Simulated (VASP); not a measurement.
A run of VASP 6.6.1 is set up as follows.

POSCAR

```
GaSb
1.0
    0.0000000000      3.0590000000      3.0590000000
    3.0590000000      0.0000000000      3.0590000000
    3.0590000000      3.0590000000      0.0000000000
Sb Ga
1 1
Direct
    0.7500000000      0.7500000000      0.7500000000
    0.0000000000      0.0000000000      0.0000000000
```

The input INCAR.step1:

```
PREC     = Accurate       # precision mode
ENCUT    = 520            # plane-wave cutoff, eV
ISMEAR   = -1             # smearing method
SIGMA    = 0.1            # smearing width, eV
LREAL    = F              # projectors in reciprocal space
LASPH    = T              # aspherical terms in the spheres
NELM     = 80             # most SCF steps
ALGO     = Normal         # electronic algorithm
ISIF     = 2              # what is computed and relaxed
LWAVE    = T              # write WAVECAR
LCHARG   = F              # write CHGCAR
GGA      = PE             # functional
EDIFF    = 1E-5           # SCF threshold, eV
NBANDS   = 16             # bands
```

File INCAR.step2:

```
PREC     = Accurate       # precision mode
ENCUT    = 520            # plane-wave cutoff, eV
EDIFF    = 1E-8           # SCF threshold, eV
ISMEAR   = -1             # smearing method
SIGMA    = 0.1            # smearing width, eV
LREAL    = F              # projectors in reciprocal space
LASPH    = T              # aspherical terms in the spheres
NELM     = 80             # most SCF steps
ALGO     = Normal         # electronic algorithm
ISIF     = 2              # what is computed and relaxed
LWAVE    = F              # write WAVECAR
LCHARG   = F              # write CHGCAR
METAGGA  = R2SCAN         # meta-GGA
LHFCALC  = T              # exact exchange
AEXX     = 0.1            # exact-exchange fraction
LMIXTAU  = T            
PRECFOCK = Normal       
IVDW     = 13             # dispersion correction
LEFG     = T            
ISTART   = 1            
VDW_S6   = 1.0          
VDW_S8   = 0.8324       
VDW_A1   = 0.4944       
VDW_A2   = 5.9019       
NBANDS   = 16             # bands
```

KPOINTS

```
regular mesh
0
Gamma
  4 4 4
```

Potentials or basis: VASP PAW PBE potentials, release 64 (Sb, Ga_d).

Launch:

```bash
$ cat potpaw_PBE.64/Sb/POTCAR potpaw_PBE.64/Ga_d/POTCAR > POTCAR
$ cp INCAR.step1 INCAR
$ mpirun -np 1 vasp_std > vasp.out
$ cp INCAR.step2 INCAR
$ mpirun -np 1 vasp_std > vasp.out
```

(1) Estimate the dispersion energy per atom.

(2) Estimate the band gap on the k mesh.

Results:

(1) -0.165 eV.

(2) 0.97 eV, direct.

Caveat: the k points lie up to 0.44 Å⁻¹ apart; without QUAD_EFG the Cq values of the log hold for a quadrupole moment of 1 mb, not for the nuclei; spin-orbit coupling is left out, which moves the levels of the heavy elements.
